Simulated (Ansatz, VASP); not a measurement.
CdTe in VASP and in Ansatz

```xyz
2
Lattice="0.0000 3.2050 3.2050 3.2050 0.0000 3.2050 3.2050 3.2050 0.0000" Properties=species:S:1:pos:R:3 pbc="T T T"
Cd    0.0000    0.0000    0.0000
Te    1.6025    1.6025    1.6025
```

Alike in both runs: task relaxation of cell and atoms; functional PBE; k mesh 6 × 6 × 6; no spin polarisation.

|  | VASP | Ansatz |
| --- | --- | --- |
| version | VASP 6.6.1 | Ansatz 0.2.0 |
| potentials or method | VASP PAW PBE potentials, release 64 (Cd, Te), cutoff 600 eV | plane waves, PAW |
| occupations | gaussian, width 0.01 eV | fixed |
| valence electrons in the cell | 18 | 36 |

```csv
,VASP,Ansatz,Ansatz less VASP
relaxed volume (Å³/atom),36.31,36.20,-0.112
relaxed cell length with the largest relative difference (Å),4.683,4.678,-0.0048
```

VASP's potentials hold 18 valence electrons a cell and Ansatz's 36, so a difference there can come from the potentials and not from the codes.

Neither program's run includes spin-orbit coupling.
